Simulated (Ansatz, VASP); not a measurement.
# One calculation of C, two programs

File INCAR:

```
PREC = Accurate
ENCUT = 520
EDIFF = 1E-6
ISMEAR = -1
SIGMA = 0.08
LREAL = False
LASPH = True
NELM = 60
ALGO = Normal
ISIF = 2
LWAVE = False
LCHARG = False
GGA = PE
NBANDS = 11
```

Contents of KPOINTS:

```
Automatic mesh
0
Gamma
  20 20 20
```

Contents of POSCAR:

```
C
1.0
    0.0000000000      1.8183775075      1.8183775075
    1.8183775075      0.0000000000      1.8183775075
    1.8183775075      1.8183775075      0.0000000000
C
2
Direct
    0.5000000000      0.5000000000      0.5000000000
    0.7500000000      0.7500000000      0.7500000000
```

Input for Ansatz:

```yaml
crystal:
  lattice:
    - [0.0, 1.8183775075, 1.8183775075]
    - [1.8183775075, 0.0, 1.8183775075]
    - [1.8183775075, 1.8183775075, 0.0]
  atoms:
    - { symbol: C, position: [0.5, 0.5, 0.5] }
    - { symbol: C, position: [0.75, 0.75, 0.75] }
kpoints:
  mp_grid: { grid: [20, 20, 20] }
  band_path:
    path:
      - [0.0, 0.0, 0.0]
      - [0.5, 0.0, 0.5]
      - [0.625, 0.25, 0.625]
      - [0.375, 0.375, 0.75]
      - [0.0, 0.0, 0.0]
      - [0.5, 0.5, 0.5]
      - [0.5, 0.25, 0.75]
      - [0.5, 0.0, 0.5]
    npoints: 5
scf:
  occupations: { method: fermi_dirac, width: 0.08 }
hamiltonian:
  xc: pbe
  pseudopotentials: { kind: all_electron, lapw: { basis_error: 0.0005 } }
output:
  forces: true
  stress: true
  eigenvalues: true
```

Change from the starting cell: volume scaled by 1.06.

Alike in both runs: task single point; functional PBE; k mesh 20 × 20 × 20; occupations fermi-dirac, width 0.08 eV; no spin polarisation.

```csv
,VASP,Ansatz
version,VASP 6.6.1,Ansatz 0.2.0
potentials or method,"VASP PAW PBE potentials, release 64 (C), cutoff 520 eV","all-electron LAPW, scalar-relativistic"
```

Ansatz gave:

* gap on the k mesh at the Fermi level (eV): 4.01
* pressure (GPa): -21.3

Question: What did VASP give for the same quantities?

Answer: gap on the k mesh at the Fermi level (eV): 4.00; pressure (GPa): -20.8.

Ansatz ran all-electron here, and VASP with PAW potentials.
